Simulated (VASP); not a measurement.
# MgO (rock salt type) (Fm-3m) in VASP: further runs, part 2 of 2

VASP 6.6.1.

### 3 Single point, r2SCAN

POSCAR

```
MgO
1.0
    0.0000000000      2.1250000000      2.1250000000
    2.1250000000      0.0000000000      2.1250000000
    2.1250000000      2.1250000000      0.0000000000
Mg O
1 1
Direct
    0.0000000000      0.0000000000      0.0000000000
    0.5000000000      0.5000000000      0.5000000000
```

INCAR.step1

```
SYSTEM = MgO
ALGO     = Normal         ! electronic algorithm
EDIFF    = 1E-4           ! SCF threshold, eV
ENCUT    = 520            ! plane-wave cutoff, eV
GGA      = PE             ! functional
ISMEAR   = -1             ! smearing method
LASPH    = .TRUE.         ! aspherical terms in the spheres
LCHARG   = .FALSE.        ! write CHGCAR
LREAL    = .FALSE.        ! projectors in reciprocal space
LWAVE    = .TRUE.         ! write WAVECAR
NBANDS   = 11             ! bands
NELM     = 80             ! most SCF steps
PREC     = Accurate       ! precision mode
SIGMA    = 0.02           ! smearing width, eV
```

INCAR.step2

```
SYSTEM = MgO
ALGO     = Normal         ! electronic algorithm
EDIFF    = 1E-6           ! SCF threshold, eV
ENCUT    = 520            ! plane-wave cutoff, eV
ISIF     = 2              ! what is computed and relaxed
ISMEAR   = -1             ! smearing method
ISTART   = 1            
LASPH    = .TRUE.         ! aspherical terms in the spheres
LCHARG   = .FALSE.        ! write CHGCAR
LMIXTAU  = .TRUE.       
LREAL    = .FALSE.        ! projectors in reciprocal space
LWAVE    = .FALSE.        ! write WAVECAR
METAGGA  = R2SCAN         ! meta-GGA
NBANDS   = 11             ! bands
NELM     = 80             ! most SCF steps
PREC     = Accurate       ! precision mode
SIGMA    = 0.02           ! smearing width, eV
```

KPOINTS

```
k-points
0
G
  6 6 6
  0 0 0
```

Potentials or basis: VASP PAW PBE potentials, release 64 (Mg, O).

Command:

```bash
$ cat potpaw_PBE.64/Mg/POTCAR potpaw_PBE.64/O/POTCAR > POTCAR
$ cp INCAR.step1 INCAR
$ mpirun -np 1 vasp_std > vasp.out
$ cp INCAR.step2 INCAR
$ mpirun -np 1 vasp_std > vasp.out
```

OUTCAR:

```text
SYSTEM = MgO
   EDIFF = 1E-6
   ENCUT = 520
   ISIF = 2
   ISMEAR = -1
   ISTART = 1
   LASPH = .TRUE.
   LREAL = .FALSE.
   METAGGA = R2SCAN
   NELM = 80
   PREC = Accurate

 ion  position               nearest neighbor table
   1  0.000  0.000  0.000-   2 2.12   2 2.12   2 2.12   2 2.12   2 2.12   2 2.12
   2  0.500  0.500  0.500-   1 2.12   1 2.12   1 2.12   1 2.12   1 2.12   1 2.12

  LATTYP: Found a face centered cubic cell.
 ALAT       =     4.2500000000

  Lattice vectors:

 A1 = (   0.0000000000,   2.1250000000,   2.1250000000)
 A2 = (   2.1250000000,   0.0000000000,   2.1250000000)
 A3 = (   2.1250000000,   2.1250000000,   0.0000000000)

Analysis of symmetry for initial positions (statically):
=====================================================================
 Subroutine PRICEL returns:
 Original cell was already a primitive cell.

 Routine SETGRP: Setting up the symmetry group for a
 face centered cubic supercell.

 Subroutine GETGRP returns: Found 48 space group operations
 (whereof 48 operations were pure point group operations)
 out of a pool of 48 trial point group operations.

The static configuration has the point symmetry O_h .

[... 161 lines left out ...]
      2       2.5821      2.00000
      3       2.5821      2.00000
      4       2.5821      2.00000
      5       7.9181      0.00000
      6      19.2557      0.00000
      7      19.2557      0.00000
      8      19.2557      0.00000
      9      23.3247      0.00000
     10      25.0635      0.00000
     11      25.0635      0.00000
[... 197 lines left out ...]
 k-point    16 :      -0.3333    0.5000    0.1667
  band No.  band energies     occupation
      1     -14.0248      2.00000
      2      -0.8901      2.00000
      3       0.3942      2.00000
      4       0.9502      2.00000
      5      13.9833      0.00000
      6      14.8080      0.00000
      7      15.9307      0.00000
      8      19.9046      0.00000
      9      23.7494      0.00000
     10      28.2505      0.00000
     11      29.6861      0.00000

------------------------ aborting loop because EDIFF is reached ----------------------------------------

  FORCE on cell =-STRESS in cart. coord.  units (eV):
  Direction    XX          YY          ZZ          XY          YZ          ZX
  --------------------------------------------------------------------------------------
  -------------------------------------------------------------------------------------
  Total       -0.7396724     -0.7396724     -0.7396724     -0.0000000      0.0000000     -0.0000000
  in kB      -61.7508852    -61.7508852    -61.7508852     -0.0000000      0.0000000     -0.0000000
  external PRESSURE =     -61.7508852 kB  Pullay stress =       0.0000000 kB

 VOLUME and BASIS-vectors are now :
 -----------------------------------------------------------------------------
  energy-cutoff  :      520.00
  volume of cell :       19.19
      direct lattice vectors                 reciprocal lattice vectors
     0.000000000  2.125000000  2.125000000    -0.235294118  0.235294118  0.235294118
     2.125000000  0.000000000  2.125000000     0.235294118 -0.235294118  0.235294118
     2.125000000  2.125000000  0.000000000     0.235294118  0.235294118 -0.235294118

 POSITION                                       TOTAL-FORCE (eV/Angst)
 -----------------------------------------------------------------------------------
      0.00000      0.00000      0.00000        -0.000000     -0.000000      0.000000
      2.12500      2.12500      2.12500         0.000000      0.000000     -0.000000
 -----------------------------------------------------------------------------------
    total drift:                               -0.000000     -0.000000      0.000000

  FREE ENERGIE OF THE ION-ELECTRON SYSTEM (eV)
  ---------------------------------------------------
  free  energy   TOTEN  =       -16.1474672171 eV

  energy  without entropy=      -16.1474672171  energy(sigma->0) =      -16.14746722
```

OUTCAR.step1:

```text
SYSTEM = MgO
   EDIFF = 1E-4
   ENCUT = 520
   GGA = PE
   ISMEAR = -1
   LASPH = .TRUE.
   LREAL = .FALSE.
[... 433 lines left out ...]
      0.00000      0.00000      0.00000         0.000000      0.000000      0.000000
      2.12500      2.12500      2.12500        -0.000000     -0.000000     -0.000000
 -----------------------------------------------------------------------------------
    total drift:                               -0.000000     -0.000000      0.000000

  FREE ENERGIE OF THE ION-ELECTRON SYSTEM (eV)
  ---------------------------------------------------
  free  energy   TOTEN  =       -11.9114099824 eV

  energy  without entropy=      -11.9114099824  energy(sigma->0) =      -11.91140998
```

It took 38 s on 1 thread of AMD EPYC 9R45, shared host; peak memory 0.11 GiB.

What came out:

```yaml
Free_energy: -16.1475 eV
Pressure: -6.2 GPa
Band_gap_on_the_k_mesh: 5.34 eV, direct
```

Levels at points of the mesh, in eV from the valence-band top:
```
           k point  band 1  band 2  band 3  band 4  band 5  band 6  band 7  band 8  band 9
(0.00, 0.00, 0.00)  -18.07    0.00    0.00    0.00    5.34   16.67   16.67   16.67   20.74
(0.50, 0.00, 0.00)  -16.88   -4.49   -0.64   -0.64    8.62   13.49   17.14   17.14   21.95
(0.50, 0.50, 0.00)  -16.64   -3.99   -1.34   -1.34    9.99   10.76   13.99   19.94   19.94
```

Caveat: the k points lie up to 0.43 Å⁻¹ apart; the PAW data sets were made with another functional, which shifts forces and pressure a little. r2SCAN opens gaps a little over a GGA but as a rule still falls short of measured ones.

### 4 Single point, r2SCAN

POSCAR is that of step 3.

INCAR.step1

```
  PREC = Accurate
  ENCUT = 520
  ISMEAR = -1
  SIGMA = 0.02
  LREAL = F
  LASPH = T
  NELM = 60
  NBANDS = 11
  GGA = PE
  ALGO = Normal
  EDIFF = 1E-4
  LWAVE = T
  LCHARG = F
```

INCAR.step2

```
  PREC = Accurate
  ENCUT = 520
  EDIFF = 1E-6
  ISMEAR = -1
  SIGMA = 0.02
  LREAL = F
  LASPH = T
  NELM = 60
  ALGO = Normal
  ISIF = 2
  LWAVE = F
  LCHARG = F
  METAGGA = R2SCAN
  LMIXTAU = T
  NBANDS = 11
  ISTART = 1
```

KPOINTS

```
Automatic mesh
0
Gamma
  6 6 6
```

Command:

```bash
$ cat potpaw_PBE.64/Mg/POTCAR potpaw_PBE.64/O/POTCAR > POTCAR
$ cp INCAR.step1 INCAR
$ mpirun -np 1 vasp_std > vasp.out
$ cp INCAR.step2 INCAR
$ mpirun -np 1 vasp_std > vasp.out
```

It took 34 s on 1 thread of AMD EPYC 9R45, shared host; peak memory 0.11 GiB.

The run converged. Its results:

* Free energy: -16.1475 eV
* Pressure: -6.2 GPa
* Band gap on the k mesh: 5.34 eV, direct

Levels at points of the mesh, in eV from the valence-band top:
```csv
k point,band 2,band 3,band 4,band 5,band 6,band 7
"(0.00, 0.00, 0.00)",0.00,0.00,0.00,5.34,16.67,16.67
"(0.50, 0.00, 0.00)",-4.49,-0.64,-0.64,8.62,13.49,17.14
"(0.50, 0.50, 0.00)",-3.99,-1.34,-1.34,9.99,10.76,13.99
```

Caveat: the k points lie up to 0.43 Å⁻¹ apart; the PAW data sets were made with another functional, which shifts forces and pressure a little. r2SCAN opens gaps a little over a GGA but as a rule still falls short of measured ones.
